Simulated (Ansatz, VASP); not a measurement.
## Be2SO3: VASP beside Ansatz

INCAR

```
SYSTEM = Be2SO3
ALGO = Normal
EDIFF = 1E-6
EDIFFG = -0.04
ENCUT = 600
GGA = PE
IBRION = 2
ISIF = 3
ISMEAR = 0
ISPIN = 2
LASPH = .TRUE.
LCHARG = .FALSE.
LORBIT = 11
LREAL = .FALSE.
LWAVE = .FALSE.
MAGMOM = 0 0 0 1 1 1
NELM = 150
NSW = 90
PREC = Accurate
SIGMA = 0.1
```

The input KPOINTS:

```
k-points
0
G
  6 6 4
  0 0 0
```

POSCAR

```
Be2SO3
1.0
    4.2007696300      0.0000000000      0.0000000000
   -2.1003848200      3.6379732200      0.0000000000
    0.0000000000      0.0000000000      4.2664254600
Be S O
2 1 3
Direct
    0.3333333300      0.6666666700      0.5000000000
    0.6666666700      0.3333333300      0.5000000000
    0.0000000000      0.0000000000      0.0000000000
    0.5000000000      0.0000000000      0.0000000000
    0.0000000000      0.5000000000      0.0000000000
    0.5000000000      0.5000000000      0.0000000000
```

Input for Ansatz:

```yaml
crystal:
  lattice:
    - [4.20076963, 0.0, 0.0]
    - [-2.10038482, 3.63797322, 0.0]
    - [0.0, 0.0, 4.26642546]
  atoms:
    - { symbol: Be, position: [0.33333333, 0.66666667, 0.5] }
    - { symbol: Be, position: [0.66666667, 0.33333333, 0.5] }
    - { symbol: S, position: [0.0, 0.0, 0.0] }
    - { symbol: O, position: [0.5, 0.0, 0.0], spin: 1.0 }
    - { symbol: O, position: [0.0, 0.5, 0.0], spin: 1.0 }
    - { symbol: O, position: [0.5, 0.5, 0.0], spin: 1.0 }
basis:
  ecutwfc: 420
kpoints:
  mp_grid: { grid: [6, 6, 4] }
hamiltonian:
  xc: pbe
scf:
  occupations: { method: gaussian, width: 0.1 }
  lower_state_search: "off"
output:
  forces: true
  stress: true
  eigenvalues: true
  populations: true
magnetization:
  spin_polarized: true
relax:
  adjacent_minimum: "off"
  f_tol: 0.04
  max_steps: 70
  cell: { stress_tol: 0.4 }
```

Alike in both runs: task relaxation of cell and atoms; functional PBE; k mesh 6 × 6 × 4; occupations gaussian, width 0.1 eV; collinear spin.

|  | VASP | Ansatz |
| --- | --- | --- |
| version | VASP 6.6.1 | Ansatz 0.2.0 |
| potentials or method | VASP PAW PBE potentials, release 64 (Be, S, O), cutoff 600 eV | scalar-relativistic, plane waves, PAW |
| valence electrons in the cell | 28 | 28 |

Ansatz gave:

```
gap on the k mesh at the Fermi level, each at its own relaxed structure (eV) : none
net moment per atom (μB)                                                     : 0.00
relaxed volume (Å³/atom)                                                     : 8.22
relaxed cell length with the largest relative difference (Å)                 : 4.792
```

Question: Estimate VASP's values.

Answer: gap on the k mesh at the Fermi level, each at its own relaxed structure (eV): none; net moment per atom (μB): 0.00; relaxed volume (Å³/atom): 8.19; relaxed cell length with the largest relative difference (Å): 4.783.

A gap of «none» marks a metal or a gap that the smearing closes. Ansatz's warnings: seeded moment not kept.

The k mesh is coarse, so the values compare programs but aren't converged. Noted on VASP's run: the volume moved by over 15 % at a fixed basis, so the end points are rough.
